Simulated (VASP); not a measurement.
# BeSe3 (P6/mmm) in VASP: a series of runs, part 2 of 2

VASP 6.6.1.

## Step 3: Relaxation of cell and atoms, PBE

File INCAR:

```
SYSTEM = BeSe3
PREC = Accurate ; ENCUT = 600
EDIFF = 1E-6 ; ISMEAR = 0
SIGMA = 0.1 ; LREAL = .False.
LASPH = .True. ; NELM = 100
ALGO = Normal ; ISIF = 3
LWAVE = .False. ; LCHARG = .False.
GGA = PE ; IBRION = 2
NSW = 100 ; EDIFFG = -0.01
```

File KPOINTS:

```
Automatic mesh
0
Gamma
  12 12 12
  0 0 0
```

File POSCAR:

```
BeSe3
1.0
    4.8116984316      0.0000000000      0.0000000000
   -2.4058492158      4.1670530771      0.0000000000
    0.0000000000      0.0000000000      4.2358059777
Be Se
1 3
Direct
    0.0000000000      0.0000000000      0.5000000000
    0.3333333333      0.6666666667      0.5000000000
    0.6666666667      0.3333333333      0.5000000000
    0.0000000000      0.0000000000      0.0000000000
```

Potentials or basis: VASP PAW PBE potentials, release 64 (Be, Se).

Run with:

```bash
$ cat potpaw_PBE.64/Be/POTCAR potpaw_PBE.64/Se/POTCAR > POTCAR
$ mpirun -np 1 vasp_std > vasp.out
```

OUTCAR:

```text
SYSTEM = BeSe3
   PREC = Accurate
   ENCUT = 600
   EDIFF = 1E-6
   ISMEAR = 0
   LREAL = .False.
   LASPH = .True.
   NELM = 100
   ISIF = 3
   GGA = PE
   IBRION = 2
   NSW = 100
   EDIFFG = -0.01

 ion  position               nearest neighbor table
   1  0.000  0.000  0.500-   4 2.12   4 2.12
   2  0.333  0.667  0.500-   3 2.78   3 2.78   3 2.78
   3  0.667  0.333  0.500-   2 2.78   2 2.78   2 2.78
   4  0.000  0.000  0.000-   1 2.12   1 2.12

  LATTYP: Found a hexagonal cell.
 ALAT       =     4.8116984316
 C/A-ratio  =     0.8803141007

  Lattice vectors:

 A1 = (   4.8116984316,   0.0000000000,   0.0000000000)
 A2 = (  -2.4058492158,   4.1670530771,   0.0000000000)
 A3 = (   0.0000000000,   0.0000000000,   4.2358059777)

Analysis of symmetry for initial positions (statically):
=====================================================================
 Subroutine PRICEL returns:
 Original cell was already a primitive cell.

 Routine SETGRP: Setting up the symmetry group for a
 hexagonal supercell.

 Subroutine GETGRP returns: Found 24 space group operations
 (whereof 24 operations were pure point group operations)
 out of a pool of 24 trial point group operations.

The static configuration has the point symmetry D_6h.

Analysis of symmetry for dynamics (positions and initial velocities):
=====================================================================
 Subroutine PRICEL returns:
 Original cell was already a primitive cell.

 Routine SETGRP: Setting up the symmetry group for a
 hexagonal supercell.

 Subroutine GETGRP returns: Found 24 space group operations
 (whereof 24 operations were pure point group operations)
 out of a pool of 24 trial point group operations.

The dynamic configuration has the point symmetry D_6h.

[... 133 lines left out ...]
 conjugate gradient relaxation of ions
 non-spin polarized calculation
 Gauss-broadening in eV      SIGMA  =   0.10
  energy-cutoff  :      600.00
  volume of cell :       84.93
 maximum number of plane-waves:      2908
 NGX is ok and might be reduce to    40
   NGX = 19   NGY = 19   NGZ = 17

--------------------------------------- Ionic step        1  -------------------------------------------

 number of electron      19.9999999 magnetization

 Free energy of the ion-electron system (eV)
  ---------------------------------------------------
  ext. energy  EPLUGINS =         0.00000000
  ---------------------------------------------------
  free energy    TOTEN  =       -12.60481573 eV

  energy without entropy =      -12.58668256  energy(sigma->0) =      -12.59574914

------------------------ aborting loop because EDIFF is reached ----------------------------------------

  FORCE on cell =-STRESS in cart. coord.  units (eV):
  Direction    XX          YY          ZZ          XY          YZ          ZX
  --------------------------------------------------------------------------------------
  -------------------------------------------------------------------------------------
  Total       -0.1027491     -0.1027491      0.4954871      0.0000000      0.0000000      0.0000000
  in kB       -1.9383191     -1.9383191      9.3471558      0.0000000      0.0000000      0.0000000
  external PRESSURE =       1.8235059 kB  Pullay stress =       0.0000000 kB
[... 139 lines left out ...]
--------------------------------------- Ionic step        5  -------------------------------------------

 number of electron      19.9999998 magnetization

 Free energy of the ion-electron system (eV)
  ---------------------------------------------------
  ext. energy  EPLUGINS =         0.00000000
  ---------------------------------------------------
  free energy    TOTEN  =       -12.60741941 eV

  energy without entropy =      -12.58947648  energy(sigma->0) =      -12.59844795

 E-fermi :   3.3340     XC(G=0):  -9.4301

 val. band max:        3.3238179500   @ k =   0.3333   0.0000   0.2500
 cond. band min:       3.3491179685   @ k =   0.3333   0.3333   0.0833
 fundamental gap:      0.0253000185
 Fermi energy:         3.3340206670

 k-point     1 :       0.0000    0.0000    0.0000
  band No.  band energies     occupation
      1     -11.5718      2.00000
      2      -8.7914      2.00000
      3      -7.2626      2.00000
      4      -1.6818      2.00000
      5      -0.8973      2.00000
      6      -0.8973      2.00000
      7      -0.1278      2.00000
      8      -0.1278      2.00000
      9       2.2131      2.00000
     10       4.0517      0.00000
     11       4.5294      0.00000
     12       4.5294      0.00000
     13       4.8062      0.00000
     14       8.8713      0.00000
[... 377 lines left out ...]
      1     -10.8466      2.00000
      2      -9.2395      2.00000
      3      -8.3504      2.00000
      4      -2.1890      2.00000
      5      -1.5718      2.00000
      6      -0.4693      2.00000
      7       1.3056      2.00000
      8       2.1091      2.00000
      9       2.5039      2.00000
     10       2.9968      2.00000
     11       3.1599      1.98619
     12       4.5466      0.00000
     13       6.8765      0.00000
     14       8.3259      0.00000

 [... further k-points ...]
[... 5 lines left out ...]
  --------------------------------------------------------------------------------------
  -------------------------------------------------------------------------------------
  Total        0.0019201      0.0019201     -0.0053940     -0.0000000      0.0000000      0.0000000
  in kB        0.0361513      0.0361513     -0.1015594     -0.0000000      0.0000000      0.0000000
  external PRESSURE =      -0.0097523 kB  Pullay stress =       0.0000000 kB
[... 19 lines left out ...]
  FREE ENERGIE OF THE ION-ELECTRON SYSTEM (eV)
  ---------------------------------------------------
  free  energy   TOTEN  =       -12.6074194143 eV

  energy  without entropy=      -12.5894764836  energy(sigma->0) =      -12.59844795

 reached required accuracy - stopping structural energy minimisation
```

Wall time 6.3 min (1 thread of Intel Xeon Platinum 8375C at 2.90GHz (Ice Lake), shared host); peak memory 0.37 GiB.

What came out:

| Quantity | Value |
| --- | --- |
| Free energy | -12.6074 eV |
| Relaxed volume | 21.27 Å³/atom |
| Relaxed cell | a = 4.794 Å, b = 4.794 Å, c = 4.275 Å, α = 90.00°, β = 90.00°, γ = 120.00° |
| Space group after relaxing (to 0.05 Å) | P6/mmm (No. 191) |
| Energy gained by relaxing | 0.7 meV/atom |
| Ionic steps | 5 |
| Pressure after relaxing | 0.0 GPa |
| Band gap on the k mesh | zero (band 10 reaches 4.05 eV, above the bottom of band 11 at 1.91 eV) |

Step by step:
```tsv
step	energy change (eV)	largest force (eV/Å)	pressure (GPa)	volume (Å³)
1	0.0000	0.0000	0.18	84.93
2	-0.0021	0.0000	-0.06	85.23
3	-0.0024	0.0000	-0.20	85.42
4	-0.0024	0.0000	-0.18	85.38
5	-0.0026	0.0000	0.00	85.10
```

Final structure:
```
CELL_PARAMETERS angstrom
4.79413 0.00000 0.00000
-2.39707 4.15184 0.00000
0.00000 0.00000 4.27517
ATOMIC_POSITIONS crystal
Be 0.00000 0.00000 0.50000
Se 0.33333 0.66667 0.50000
Se 0.66667 0.33333 0.50000
Se 0.00000 0.00000 0.00000
```
